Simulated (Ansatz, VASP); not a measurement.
## BaTiO3: VASP beside Ansatz

The input POSCAR:

```
BaTiO3
1.0
    3.9825764533      0.0000000000      0.0000000000
    0.0000000000      3.9825764533      0.0000000000
    0.0000000000      0.0000000000      3.9825764533
Ba Ti O
1 1 3
Direct
    0.0000000000      0.0000000000      0.0000000000
    0.5000000000      0.5000000000      0.5000000000
    0.5000000000      0.5000000000      0.0000000000
    0.5000000000      0.0000000000      0.5000000000
    0.0000000000      0.5000000000      0.5000000000
```

Contents of INCAR.step1:

```
SYSTEM = BaTiO3
  PREC = Accurate
  ENCUT = 520
  ISMEAR = -1
  SIGMA = 0.03
  LREAL = .False.
  LASPH = .True.
  NELM = 60
  NBANDS = 28
  GGA = PE
  ALGO = Normal
  EDIFF = 1E-4
  LWAVE = .True.
  LCHARG = .False.
```

Contents of INCAR.step2:

```
SYSTEM = BaTiO3
  PREC = Accurate
  ENCUT = 520
  EDIFF = 1E-6
  ISMEAR = -1
  SIGMA = 0.03
  LREAL = .False.
  LASPH = .True.
  NELM = 60
  ALGO = Normal
  ISIF = 2
  LWAVE = .False.
  LCHARG = .False.
  METAGGA = R2SCAN
  LMIXTAU = .True.
  LUSE_VDW = .True.
  IVDW_NL = 2
  BPARAM = 11.95
  CPARAM = 0.0093
  NBANDS = 28
  ISTART = 1
```

Contents of KPOINTS:

```
Automatic mesh
0
Gamma
  8 8 8
  0 0 0
```

Input for Ansatz:

```yaml
crystal:
  lattice:
    - [3.9825764533, 0.0, 0.0]
    - [0.0, 3.9825764533, 0.0]
    - [0.0, 0.0, 3.9825764533]
  atoms:
    - { symbol: Ba, position: [0.0, 0.0, 0.0] }
    - { symbol: Ti, position: [0.5, 0.5, 0.5] }
    - { symbol: O, position: [0.5, 0.5, 0.0] }
    - { symbol: O, position: [0.5, 0.0, 0.5] }
    - { symbol: O, position: [0.0, 0.5, 0.5] }
kpoints:
  mp_grid: { grid: [8, 8, 8] }
  band_path:
    path: [[0.0, 0.0, 0.0], [0.0, 0.5, 0.0], [0.5, 0.5, 0.0], [0.5, 0.5, 0.5]]
    npoints: 1
hamiltonian:
  xc: r2scan
  dispersion: rvv10
scf:
  occupations: { method: fermi_dirac, width: 0.03 }
  n_extra_bands: 5
output:
  forces: true
  stress: true
  eigenvalues: true
```

Alike in both runs: task single point; functional r2SCAN; dispersion rVV10; k mesh 8 × 8 × 8; occupations fermi-dirac, width 0.03 eV; no spin polarisation.

|  | VASP | Ansatz |
| --- | --- | --- |
| version | VASP 6.6.1 | Ansatz 0.2.0 |
| potentials or method | VASP PAW PBE potentials, release 64 (Ba_sv, Ti_sv, O) | plane waves, PAW |
| plane-wave cutoff (eV) | 520 | 500 |
| valence electrons in the cell | 40 | 40 |

```tsv
	VASP	Ansatz	Ansatz less VASP
gap on the k mesh at the Fermi level (eV)	2.17	2.19	+0.024
pressure (GPa)	2.3	0.0	-2.29
```

VASP's potentials were made for PBE, not for r2SCAN.

Spin-orbit coupling is off throughout.
